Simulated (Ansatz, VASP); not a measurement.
## Se: VASP beside Ansatz

The input INCAR:

```
PREC = Accurate ; ENCUT = 600
EDIFF = 1E-7 ; ISMEAR = 0
SIGMA = 0.1 ; LREAL = F
LASPH = T ; NELM = 100
ALGO = Normal ; ISIF = 3
LWAVE = F ; LCHARG = F
GGA = PE ; IBRION = 2
NSW = 100 ; EDIFFG = -0.01
```

File KPOINTS:

```
Automatic mesh
0
Gamma
  10 10 10
```

Contents of POSCAR:

```
Se
1.0
    2.5642234001     -4.7559050478      0.0000000000
    2.5642234001      4.7559050478      0.0000000000
    0.0000000000      0.0000000000      4.3354560207
Se
4
Direct
    0.6050545668      0.3949454332      0.6555305263
    0.1050545668      0.8949454332      0.8444694737
    0.3949454332      0.6050545668      0.3444694737
    0.8949454332      0.1050545668      0.1555305263
```

Input for Ansatz:

```yaml
crystal:
  lattice:
    - [2.5642234001, -4.7559050478, 0.0]
    - [2.5642234001, 4.7559050478, 0.0]
    - [0.0, 0.0, 4.3354560207]
  atoms:
    - { symbol: Se, position: [0.6050545668, 0.3949454332, 0.6555305263] }
    - { symbol: Se, position: [0.1050545668, 0.8949454332, 0.8444694737] }
    - { symbol: Se, position: [0.3949454332, 0.6050545668, 0.3444694737] }
    - { symbol: Se, position: [0.8949454332, 0.1050545668, 0.1555305263] }
basis:
  ecutwfc: 420
kpoints:
  mp_grid: { grid: [10, 10, 10] }
hamiltonian:
  xc: pbe
scf:
  occupations: { method: gaussian, width: 0.1 }
output:
  forces: true
  stress: true
  eigenvalues: true
relax:
  adjacent_minimum: "off"
  f_tol: 0.01
  max_steps: 80
  cell: { stress_tol: 0.05 }
```

Alike in both runs: task relaxation of cell and atoms; functional PBE; k mesh 10 × 10 × 10; occupations gaussian, width 0.1 eV; no spin polarisation.

|  | VASP | Ansatz |
| --- | --- | --- |
| version | VASP 6.6.1 | Ansatz 0.2.0 |
| potentials or method | VASP PAW PBE potentials, release 64 (Se), cutoff 600 eV | scalar-relativistic, plane waves, PAW |
| valence electrons in the cell | 24 | 64 |

|  | VASP | Ansatz | Ansatz less VASP |
| --- | --- | --- | --- |
| gap on the k mesh at the Fermi level, each at its own relaxed structure (eV) | none | none | - |
| relaxed volume (Å³/atom) | 26.18 | 26.16 | -0.025 |
| relaxed cell length with the largest relative difference (Å) | 4.276 | 4.272 | -0.0039 |

A gap of «none» marks a metal or a gap that the smearing closes. VASP's potentials hold 24 valence electrons a cell and Ansatz's 64, so a difference there can come from the potentials and not from the codes.
